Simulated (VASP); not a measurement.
# CuSnO (Pmmm) in VASP: single point with PBE

Aim: the single point of CuSnO with PBE.

All numbers are computed with VASP 6.6.1; they aren't measurements. Logs are shortened: lines on timing, memory, paths and dates and some standing lists are left out, and cuts for length are marked.

### 1 The cell of the first run

The structure is orthorhombic, space group Pmmm (No. 47). The conventional cell has a = 3.165 Å, b = 3.459 Å, c = 5.503 Å, α = 90.00°, β = 90.00°, γ = 90.00°. Within 2.3 Å of Cu (site symmetry mmm) lie 2 O at 1.73 Å. Sn (site symmetry mmm) has 2 Cu at 2.75 Å and 4 Sn at 3.17 to 3.46 Å and 4 O at 3.25 Å within 3.6 Å. Within 2.3 Å of O (site symmetry mmm) lie 2 Cu at 1.73 Å.

The cell was generated, and may not be a known phase.

### 2 Single point, PBE, collinear spin

The input, INCAR:

```
SYSTEM = CuSnO
ALGO     = Normal         ! electronic algorithm
EDIFF    = 1E-6           ! SCF threshold, eV
ENCUT    = 820            ! plane-wave cutoff, eV
GGA      = PE             ! functional
GGA_COMPAT= .FALSE.      
ISIF     = 2              ! what is computed and relaxed
ISMEAR   = 0              ! smearing method
ISPIN    = 2              ! spin polarisation
LASPH    = .TRUE.         ! aspherical terms in the spheres
LCHARG   = .TRUE.         ! write CHGCAR
LELF     = .TRUE.         ! ELF
LMAXMIX  = 4              ! l up to which the mixer works
LORBIT   = 11             ! projections on sites
LREAL    = .FALSE.        ! projectors in reciprocal space
LVHAR    = .TRUE.       
LWAVE    = .FALSE.        ! write WAVECAR
MAGMOM   = 1 0 0          ! initial moments
NBANDS   = 30             ! bands
NELM     = 200            ! most SCF steps
PREC     = Accurate       ! precision mode
SIGMA    = 0.1            ! smearing width, eV
```

The input, KPOINTS:

```
k-points
0
G
  6 6 4
  0 0 0
```

The input, POSCAR:

```
CuSnO
1.0
    3.4591316080      0.0000000000      0.0000000000
    0.0000000000      3.1653246164      0.0000000000
    0.0000000000      0.0000000000      5.5031396804
Cu Sn O
1 1 1
Direct
    0.0000000000      0.5000000000      0.5000000000
    0.0000000000      0.5000000000      0.0000000000
    0.5000000000      0.5000000000      0.5000000000
```

Potentials or basis: VASP PAW PBE potentials, release 64 (Cu_sv_GW, Sn_d, O).

Run with:

```bash
cat potpaw_PBE.64/Cu_sv_GW/POTCAR potpaw_PBE.64/Sn_d/POTCAR potpaw_PBE.64/O/POTCAR > POTCAR
mpirun -np 1 vasp_std > vasp.out
```

OUTCAR:

```text
SYSTEM = CuSnO
   EDIFF = 1E-6
   ENCUT = 820
   GGA = PE
   ISIF = 2
   ISMEAR = 0
   ISPIN = 2
   LASPH = .TRUE.
   LORBIT = 11
   LREAL = .FALSE.
   NELM = 200
   PREC = Accurate

 ion  position               nearest neighbor table
   1  0.000  0.500  0.500-   3 1.73   3 1.73   2 2.75   2 2.75
   2  0.000  0.500  0.000-   1 2.75   1 2.75
   3  0.500  0.500  0.500-   1 1.73   1 1.73

  LATTYP: Found a simple orthorhombic cell.
 ALAT       =     3.1653246164
 B/A-ratio  =     1.0928204931
 C/A-ratio  =     1.7385703987

  Lattice vectors:

 A1 = (   0.0000000000,  -3.1653246164,   0.0000000000)
 A2 = (   3.4591316080,   0.0000000000,   0.0000000000)
 A3 = (   0.0000000000,   0.0000000000,   5.5031396804)

Analysis of symmetry for initial positions (statically):
=====================================================================
 Subroutine PRICEL returns:
 Original cell was already a primitive cell.

 Routine SETGRP: Setting up the symmetry group for a
 simple orthorhombic supercell.

 Subroutine GETGRP returns: Found  8 space group operations
 (whereof  8 operations were pure point group operations)
 out of a pool of  8 trial point group operations.

The static configuration has the point symmetry D_2h.

Analysis of symmetry for dynamics (positions and initial velocities):
=====================================================================
 Subroutine PRICEL returns:
 Original cell was already a primitive cell.

 Routine SETGRP: Setting up the symmetry group for a
 simple orthorhombic supercell.

 Subroutine GETGRP returns: Found  8 space group operations
 (whereof  8 operations were pure point group operations)
 out of a pool of  8 trial point group operations.

The dynamic configuration has the point symmetry D_2h.

Analysis of structural, dynamic, and magnetic symmetry:
=====================================================================
 Subroutine PRICEL returns:
 Original cell was already a primitive cell.

 Routine SETGRP: Setting up the symmetry group for a
 simple orthorhombic supercell.

 Subroutine GETGRP returns: Found  8 space group operations
 (whereof  8 operations were pure point group operations)
 out of a pool of  8 trial point group operations.

The overall configuration has the point symmetry D_2h.

 Subroutine INISYM returns: Found  8 space group operations
 (whereof  8 operations are pure point group operations),
 and found     1 'primitive' translations
[... 117 lines left out ...]
     AMIX_MAG =   1.60;   BMIX_MAG =  1.00
  volume/ion in A,a.u.               =      20.09       135.54
  Fermi-wavevector in a.u.,A,eV,Ry     =   1.416112  2.676064 27.284776  2.005374
  Thomas-Fermi vector in A             =   2.537481
   LORBIT       =     11    0 simple, 1 ext, 2 COOP (PROOUT), +10 PAW based schemes
   GGA     = PE    functional components
   LHFCALC =     F    Hartree Fock is set to
   AEXX    =    0.0000 exact exchange contribution
   IVDW    =     0    specifies the selected vdW correction
   LEPSILON=     F    determine dielectric tensor
   LRPA    =     F    only Hartree local field effects (RPA)
 spin polarized calculation
 Gauss-broadening in eV      SIGMA  =   0.10
  energy-cutoff  :      820.00
  volume of cell :       60.26
 maximum number of plane-waves:      3276
   NGX = 17   NGY = 15   NGZ = 25

 number of electron      39.0000005 magnetization       0.0000879

 number of electron      39.0000005 magnetization      -0.0000378

 Free energy of the ion-electron system (eV)
  ---------------------------------------------------
  ext. energy  EPLUGINS =         0.00000000
  ---------------------------------------------------
  free energy    TOTEN  =       -12.91705453 eV

  energy without entropy =      -12.90648461  energy(sigma->0) =      -12.91176957

 E-fermi :   4.2651     XC(G=0):  -9.7932

 val. band max:        4.2420408794   @ k =   0.3333   0.1667   0.5000
 cond. band min:       4.2910324501   @ k =   0.5000   0.0000   0.5000
 fundamental gap:      0.0489915707
 Fermi energy:         4.2650770852

 spin component 1

 k-point     1 :       0.0000    0.0000    0.0000
  band No.  band energies     occupation
      1    -108.6476      1.00000
      2     -66.2796      1.00000
      3     -66.0570      1.00000
      4     -65.7118      1.00000
      5     -17.3257      1.00000
      6     -17.2934      1.00000
[... 781 lines left out ...]
     29      18.3952      0.00000
     30      18.5980      0.00000

 [... further k-points ...]

 spin component 2

 k-point     1 :       0.0000    0.0000    0.0000
  band No.  band energies     occupation
      1    -108.6477      1.00000
      2     -66.2798      1.00000
      3     -66.0570      1.00000
      4     -65.7120      1.00000
      5     -17.3257      1.00000
      6     -17.2934      1.00000
[... 781 lines left out ...]
     29      18.3953      0.00000
     30      18.5980      0.00000

 [... further k-points ...]
[... 5 lines left out ...]
  --------------------------------------------------------------------------------------
  -------------------------------------------------------------------------------------
  Total       -0.0676937     -0.1217493     -0.1288434     -0.0000000      0.0000000      0.0000000
  in kB       -1.7999594     -3.2372879     -3.4259161     -0.0000000      0.0000000      0.0000000
  external PRESSURE =      -2.8210545 kB  Pullay stress =       0.0000000 kB

 VOLUME and BASIS-vectors are now :
 -----------------------------------------------------------------------------
  energy-cutoff  :      820.00
  volume of cell :       60.26
      direct lattice vectors                 reciprocal lattice vectors
     3.459131608  0.000000000  0.000000000     0.289089897  0.000000000  0.000000000
     0.000000000  3.165324616  0.000000000     0.000000000  0.315923364  0.000000000
     0.000000000  0.000000000  5.503139680     0.000000000  0.000000000  0.181714450

 POSITION                                       TOTAL-FORCE (eV/Angst)
 -----------------------------------------------------------------------------------
      0.00000      1.58266      2.75157         0.000000      0.000000      0.000000
      0.00000      1.58266      0.00000         0.000000      0.000000      0.000000
      1.72957      1.58266      2.75157         0.000000      0.000000      0.000000
 -----------------------------------------------------------------------------------
    total drift:                                0.000000      0.000000      0.000000

  FREE ENERGIE OF THE ION-ELECTRON SYSTEM (eV)
  ---------------------------------------------------
  free  energy   TOTEN  =       -12.9170545293 eV

  energy  without entropy=      -12.9064846106  energy(sigma->0) =      -12.91176957

 total charge

# of ion       s       p       d       f       tot
--------------------------------------------------
    1        2.323   6.462   8.839   0.019  17.642
    2        1.294   0.826   9.959   0.000  12.079
    3        1.557   3.406   0.000   0.000   4.962
--------------------------------------------------
tot          5.173  10.694  18.798   0.019  34.684

 magnetization (x)

# of ion       s       p       d       f       tot
--------------------------------------------------
    1       -0.000   0.000  -0.000  -0.000  -0.000
    2       -0.000   0.000   0.000   0.000   0.000
    3       -0.000  -0.000   0.000   0.000  -0.000
--------------------------------------------------
tot         -0.000  -0.000  -0.000  -0.000  -0.000
```

stdout:

```text
POSCAR found type information on POSCAR CuSnO
 POSCAR found :  3 types and       3 ions
 scaLAPACK will be used
 LDA part: xc-table for (Slater+PW92), standard interpolation
 POSCAR, INCAR and KPOINTS ok, starting setup
 FFT: planning ... GRIDC
 FFT: planning ... GRID_SOFT
 FFT: planning ... GRID
 WAVECAR not read
 entering main loop
```

Run time: 3.1 min. Hardware: 1 thread of Intel Xeon 6975P-C (Granite Rapids), shared host; peak memory 0.48 GiB.

Results:

- Free energy: -12.9171 eV
- Pressure: -0.3 GPa
- Net moment: 0.00 μB per cell
- Valence electrons inside the program's atomic spheres: Cu 17.64; Sn 12.08; O 4.96

Stress tensor (GPa, compression positive):
```
-0.18  0.00  0.00
 0.00 -0.32  0.00
 0.00  0.00 -0.34
```

Caveat: spin-orbit coupling is left out, which moves the levels of the heavy elements.
